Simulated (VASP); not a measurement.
# CoSn (P6/mmm) in VASP: further runs

The runs below take CoSn through single point, with PBEsol.

Program: VASP 6.6.1. These are calculated values, not measurements. Logs are shortened: lines on timing, memory, paths and dates and some standing lists are left out, and cuts for length are marked.

## Step 1: The cell of the first run

The structure is hexagonal, space group P6/mmm (No. 191). Conventional cell: a = 5.246 Å, b = 5.246 Å, c = 4.188 Å, α = 90.00°, β = 90.00°, γ = 120.00°. Within 3.5 Å of Sn (site symmetry 6/mmm) lie 6 Co at 2.62 Å. Within 3.4 Å of Sn (site symmetry -6m2) lie 6 Co at 2.58 Å and 3 Sn at 3.03 Å. Within 3.4 Å of Co (site symmetry mmm) lie 6 Sn at 2.58 to 2.62 Å and 4 Co at 2.62 Å.

## Step 2: Single point, PBEsol, collinear spin, ferromagnetic start

File INCAR:

```
PREC = Accurate ; ENCUT = 520
EDIFF = 1E-6 ; ISMEAR = -1
SIGMA = 0.05 ; LREAL = F
LASPH = T ; NELM = 150
ALGO = Normal ; ISIF = 2
LWAVE = F ; LCHARG = T
ISPIN = 2 ; MAGMOM = 0 0 0 4 4 4
LORBIT = 11 ; NUPDOWN = 12.0
LMAXMIX = 4 ; GGA = PS
LELF = T ; LVHAR = T
NBANDS = 48
```

File KPOINTS:

```
Automatic mesh
0
Gamma
  5 5 6
```

File POSCAR:

```
CoSn
1.0
    5.2460399276      0.0000000000      0.0000000000
   -2.6230199638      4.5432038466      0.0000000000
    0.0000000000      0.0000000000      4.1875903000
Sn Co
3 3
Direct
    0.0000000000      0.0000000000      0.0000000000
    0.3333333333      0.6666666667      0.5000000000
    0.6666666667      0.3333333333      0.5000000000
    0.5000000000      0.0000000000      0.0000000000
    0.5000000000      0.5000000000      0.0000000000
    0.0000000000      0.5000000000      0.0000000000
```

Potentials or basis: VASP PAW PBE potentials, release 64 (Sn_d, Co).

Launch:

```console
$ cat potpaw_PBE.64/Sn_d/POTCAR potpaw_PBE.64/Co/POTCAR > POTCAR
$ mpirun -np 1 vasp_std > vasp.out
```

OUTCAR:

```text
PREC = Accurate
   ENCUT = 520
   EDIFF = 1E-6
   ISMEAR = -1
   LREAL = F
   LASPH = T
   NELM = 150
   ISIF = 2
   ISPIN = 2
   LORBIT = 11
   NUPDOWN = 12.0
   GGA = PS

 ion  position               nearest neighbor table
   1  0.000  0.000  0.000-   4 2.62   4 2.62   6 2.62   6 2.62   5 2.62   5 2.62   3 3.68   3 3.68
                             2 3.68   2 3.68   2 3.68   3 3.68   2 3.68   3 3.68   2 3.68   3 3.68
   2  0.333  0.667  0.500-   6 2.58   6 2.58   4 2.58   4 2.58   5 2.58   5 2.58   3 3.03   3 3.03
                             3 3.03   1 3.68   1 3.68   1 3.68   1 3.68   1 3.68   1 3.68
   3  0.667  0.333  0.500-   6 2.58   6 2.58   4 2.58   4 2.58   5 2.58   5 2.58   2 3.03   2 3.03
                             2 3.03   1 3.68   1 3.68   1 3.68   1 3.68   1 3.68   1 3.68
   4  0.500  0.000  0.000-   2 2.58   3 2.58   2 2.58   3 2.58   1 2.62   1 2.62   6 2.62   5 2.62
                             5 2.62   6 2.62
   5  0.500  0.500  0.000-   2 2.58   3 2.58   2 2.58   3 2.58   6 2.62   6 2.62   1 2.62   4 2.62
                             4 2.62   1 2.62
   6  0.000  0.500  0.000-   2 2.58   3 2.58   2 2.58   3 2.58   5 2.62   5 2.62   1 2.62   1 2.62
                             4 2.62   4 2.62

  LATTYP: Found a hexagonal cell.
 ALAT       =     5.2460399276
 C/A-ratio  =     0.7982383584

  Lattice vectors:

 A1 = (   5.2460399276,   0.0000000000,   0.0000000000)
 A2 = (  -2.6230199638,   4.5432038466,   0.0000000000)
 A3 = (   0.0000000000,   0.0000000000,   4.1875903000)

Analysis of symmetry for initial positions (statically):
=====================================================================
 Subroutine PRICEL returns:
 Original cell was already a primitive cell.

 Routine SETGRP: Setting up the symmetry group for a
 hexagonal supercell.

 Subroutine GETGRP returns: Found 24 space group operations
 (whereof 24 operations were pure point group operations)
 out of a pool of 24 trial point group operations.

The static configuration has the point symmetry D_6h.

Analysis of symmetry for dynamics (positions and initial velocities):
=====================================================================
 Subroutine PRICEL returns:
 Original cell was already a primitive cell.

 Routine SETGRP: Setting up the symmetry group for a
 hexagonal supercell.

 Subroutine GETGRP returns: Found 24 space group operations
 (whereof 24 operations were pure point group operations)
 out of a pool of 24 trial point group operations.

The dynamic configuration has the point symmetry D_6h.

Analysis of structural, dynamic, and magnetic symmetry:
=====================================================================
 Subroutine PRICEL returns:
 Original cell was already a primitive cell.

 Routine SETGRP: Setting up the symmetry group for a
 hexagonal supercell.

 Subroutine GETGRP returns: Found 24 space group operations
 (whereof 24 operations were pure point group operations)
 out of a pool of 24 trial point group operations.

The overall configuration has the point symmetry D_6h.

 Subroutine INISYM returns: Found 24 space group operations
 (whereof 24 operations are pure point group operations),
 and found     1 'primitive' translations

----------------------------------------------------------------------------------------

                                     Primitive cell

  volume of cell :      99.8063

  direct lattice vectors                    reciprocal lattice vectors
     5.246039928  0.000000000  0.000000000     0.190619975  0.110054494  0.000000000
    -2.623019964  4.543203847  0.000000000     0.000000000  0.220108988  0.000000000
     0.000000000  0.000000000  4.187590300     0.000000000  0.000000000  0.238800821

  length of vectors
     5.246039928  5.246039928  4.187590300     0.220108988  0.220108988  0.238800821

  position of ions in fractional coordinates (direct lattice)
     0.000000000  0.000000000  0.000000000
     0.333333333  0.666666667  0.500000000
     0.666666667  0.333333333  0.500000000
     0.500000000  0.000000000  0.000000000
     0.500000000  0.500000000  0.000000000
     0.000000000  0.500000000  0.000000000

  ion indices of the primitive-cell ions
   primitive index   ion index
                 1           1
                 2           2
                 3           3
[... 51 lines left out ...]
  0.400000  0.200000  0.500000      6.000000
   k-points           NKPTS =     20   k-points in BZ     NKDIM =     20   number of bands    NBANDS=     48
   number of dos      NEDOS =    301   number of ions     NIONS =      6
   total plane-waves  NPLWV =  51200
   dimension x,y,z NGX =    40 NGY =   40 NGZ =   32
   dimension x,y,z NGXF=    80 NGYF=   80 NGZF=   64
   ions per type =               3   3
   NGX,Y,Z   is equivalent  to a cutoff of  12.68, 12.68, 12.70 a.u.
   NGXF,Y,Z  is equivalent  to a cutoff of  25.35, 25.35, 25.41 a.u.
 SYSTEM =  unknown system
   PREC   = accura    normal or accurate (medium, high low for compatibility)
   ISTART =      0    job   : 0-new  1-cont  2-samecut
   ICHARG =      2    charge: 1-file 2-atom 10-const
   ISPIN  =      2    spin polarized calculation?
   LNONCOLLINEAR =      F non collinear calculations
   LSORBIT =      F    spin-orbit coupling
   LASPH  =      T    aspherical Exc in radial PAW
   ENCUT  =  520.0 eV  38.22 Ry    6.18 a.u.   9.75  9.75  7.79*2*pi/ulx,y,z
   NELM   =    150;   NELMIN=  2; NELMDL= -5     # of ELM steps
   EDIFF  = 0.1E-05   stopping-criterion for ELM
   LREAL  =      F    real-space projection
   EDIFFG = 0.1E-04   stopping-criterion for IOM
   NSW    =      0    number of steps for IOM
   IBRION =     -1    ionic relax: 0-MD 1-quasi-New 2-CG
   NFREE  =      0    steps in history (QN), initial steepest desc. (CG)
   ISIF   =      2    stress and relaxation
   ISYM   =      2    0-nonsym 1-usesym 2-fastsym
   POTIM  = 0.5000    time-step for ionic-motion
   TEBEG  =    0.0;   TEEND  =   0.0 temperature during run
   PSTRESS=    0.0 pullay stress
   NELECT =      69.0000    total number of electrons
   NUPDOWN=      12.0000    fix difference up-down
   EMIN   =  10.00;   EMAX   =-10.00  energy-range for DOS
   EFERMI =   0.00;   METHOD = LEGACY
   ISMEAR =    -1;   SIGMA  =   0.05  broadening in eV -4-tet -1-fermi 0-gaus
   EFERMI_NEDOS =   21; number of points for ismear=-14 and -15
   IALGO  =     38    algorithm
   IMIX   =      4    mixing-type and parameters
     AMIX     =   0.40;   BMIX     =  1.00
     AMIX_MAG =   1.60;   BMIX_MAG =  1.00
  volume/ion in A,a.u.               =      16.63       112.25
  Fermi-wavevector in a.u.,A,eV,Ry     =   1.447567  2.735504 28.510312  2.095449
  Thomas-Fermi vector in A             =   2.565507
   LORBIT       =     11    0 simple, 1 ext, 2 COOP (PROOUT), +10 PAW based schemes
   GGA     = PS    functional components
   LHFCALC =     F    Hartree Fock is set to
   AEXX    =    0.0000 exact exchange contribution
   IVDW    =     0    specifies the selected vdW correction
   LEPSILON=     F    determine dielectric tensor
   LRPA    =     F    only Hartree local field effects (RPA)
 spin polarized calculation
  energy-cutoff  :      520.00
  volume of cell :       99.81
 maximum number of plane-waves:      2705
 NGX is ok and might be reduce to    40
   NGX = 19   NGY = 19   NGZ = 15

 number of electron      69.0000006 magnetization      12.0000005

 Free energy of the ion-electron system (eV)
  ---------------------------------------------------
  ext. energy  EPLUGINS =         0.00000000
  ---------------------------------------------------
  free energy    TOTEN  =       -24.61120925 eV

  energy without entropy =      -24.56469941  energy(sigma->0) =      -24.58795433

 E-fermi :   8.1246     XC(G=0): -12.0212

 val. band max:       13.4949899277   @ k =   0.4000   0.2000   0.1667
 cond. band min:       8.1332211533   @ k =   0.2000   0.0000   0.5000
 fundamental gap:     -5.3617687744
 Fermi energy:        13.5344300129

 spin component 1

 k-point     1 :       0.0000    0.0000    0.0000
  band No.  band energies     occupation
      1     -10.7444      1.00000
      2     -10.7129      1.00000
      3     -10.7129      1.00000
      4     -10.7065      1.00000
      5     -10.7065      1.00000
      6     -10.6209      1.00000
[... 969 lines left out ...]
     45      18.1069      0.00000
     46      18.2415      0.00000
 Fermi energy:         8.1245754125

 spin component 2

 k-point     1 :       0.0000    0.0000    0.0000
  band No.  band energies     occupation
      1     -10.5804      1.00000
      2     -10.5293      1.00000
      3     -10.5293      1.00000
      4     -10.5151      1.00000
      5     -10.5151      1.00000
      6     -10.4478      1.00000
[... 969 lines left out ...]
     45      19.2510      0.00000
     46      19.5556      0.00000
 [bands above 46 left out]

------------------------ aborting loop because EDIFF is reached ----------------------------------------

  FORCE on cell =-STRESS in cart. coord.  units (eV):
  Direction    XX          YY          ZZ          XY          YZ          ZX
  --------------------------------------------------------------------------------------
  -------------------------------------------------------------------------------------
  Total       16.8609935     16.8609935     25.7968198      0.0000000      0.0000000      0.0000000
  in kB      270.6672700    270.6672700    414.1128931      0.0000000      0.0000000      0.0000000
  external PRESSURE =     318.4824777 kB  Pullay stress =       0.0000000 kB

 VOLUME and BASIS-vectors are now :
 -----------------------------------------------------------------------------
  energy-cutoff  :      520.00
  volume of cell :       99.81
      direct lattice vectors                 reciprocal lattice vectors
     5.246039928  0.000000000  0.000000000     0.190619975  0.110054494  0.000000000
    -2.623019964  4.543203847  0.000000000     0.000000000  0.220108988  0.000000000
     0.000000000  0.000000000  4.187590300     0.000000000  0.000000000  0.238800821

 POSITION                                       TOTAL-FORCE (eV/Angst)
 -----------------------------------------------------------------------------------
      0.00000      0.00000      0.00000         0.000000      0.000000      0.000000
     -0.00000      3.02880      2.09380        -0.000000     -0.000000      0.000000
      2.62302      1.51440      2.09380         0.000000      0.000000      0.000000
      2.62302      0.00000      0.00000         0.000000      0.000000      0.000000
      1.31151      2.27160      0.00000         0.000000      0.000000      0.000000
     -1.31151      2.27160      0.00000         0.000000      0.000000      0.000000
 -----------------------------------------------------------------------------------
    total drift:                               -0.000000      0.000000     -0.000000

  FREE ENERGIE OF THE ION-ELECTRON SYSTEM (eV)
  ---------------------------------------------------
  free  energy   TOTEN  =       -24.6112092488 eV

  energy  without entropy=      -24.5646994072  energy(sigma->0) =      -24.58795433

 total charge

# of ion       s       p       d       tot
------------------------------------------
    1        1.180   1.300  10.040  12.519
    2        1.195   1.352  10.083  12.629
    3        1.195   1.352  10.083  12.629
    4        0.496   0.558   7.072   8.127
    5        0.496   0.558   7.072   8.127
    6        0.496   0.558   7.072   8.127
--------------------------------------------------
tot          5.057   5.678  51.423  62.158

 magnetization (x)

# of ion       s       p       d       tot
------------------------------------------
    1        0.150   0.531   0.073   0.753
    2        0.159   0.440   0.090   0.690
    3        0.159   0.440   0.090   0.690
    4        0.097   0.156   2.477   2.730
    5        0.097   0.156   2.477   2.730
    6        0.097   0.156   2.477   2.730
--------------------------------------------------
tot          0.759   1.878   7.686  10.323
```

It took 4.1 min on 1 thread of Intel Xeon Platinum 8259CL at 2.50GHz (Skylake/Cascade Lake), shared host; peak memory 0.33 GiB.

Results:

* Free energy: -24.6112 eV
* Pressure: 31.8 GPa
* Net moment: 12.00 μB per cell
* Site moments: Sn +0.75, +0.69 (each value once); Co +2.73 μB
* Valence electrons inside the program's atomic spheres: Sn 12.52, 12.63 (each value once); Co 8.13

Caveat: the stress differs along the axes, from 27 to 41 GPa; the PAW data sets were made with another functional, which shifts forces and pressure a little; spin-orbit coupling is left out, which moves the levels of the heavy elements; the total moment is fixed, so each spin has its own Fermi level and the state may be an excited one.

## Step 3: Single point, PBEsol, collinear spin, ferromagnetic start

File INCAR:

```
PREC = Accurate
ENCUT = 520
EDIFF = 1E-6
ISMEAR = -1
SIGMA = 0.05
LREAL = False
LASPH = True
NELM = 150
ALGO = Normal
ISIF = 2
LWAVE = False
LCHARG = False
ISPIN = 2
MAGMOM = 0 0 0 2.5 2.5 2.5
LORBIT = 11
NUPDOWN = 7.5
LMAXMIX = 4
GGA = PS
NBANDS = 48
```

KPOINTS is that of step 2.

POSCAR is that of step 2.

Potentials or basis: VASP PAW PBE potentials, release 64 (Sn_d, Co).

Launch:

```console
$ cat potpaw_PBE.64/Sn_d/POTCAR potpaw_PBE.64/Co/POTCAR > POTCAR
$ mpirun -np 1 vasp_std > vasp.out
```

Wall time 4 min (1 thread of Oxide Virtual Turin-like, shared host); peak memory 0.3 GiB.

The run converged. Its results:

| Quantity | Value |
| --- | --- |
| Free energy | -33.5300 eV |
| Pressure | 12.2 GPa |
| Net moment | 7.50 μB per cell |
| Site moments | Sn +0.34, +0.24 (each value once); Co +1.99 μB |
| Valence electrons inside the program's atomic spheres | Sn 12.44, 12.54 (each value once); Co 8.24 |

Stress tensor (GPa, compression positive):
```
 9.45  0.00  0.00
 0.00  9.45  0.00
 0.00  0.00 17.60
```

Caveat: the stress differs along the axes, from 9 to 18 GPa; the PAW data sets were made with another functional, which shifts forces and pressure a little; spin-orbit coupling is left out, which moves the levels of the heavy elements; the total moment is fixed, so each spin has its own Fermi level and the state may be an excited one.

[end of part 1 of 2]
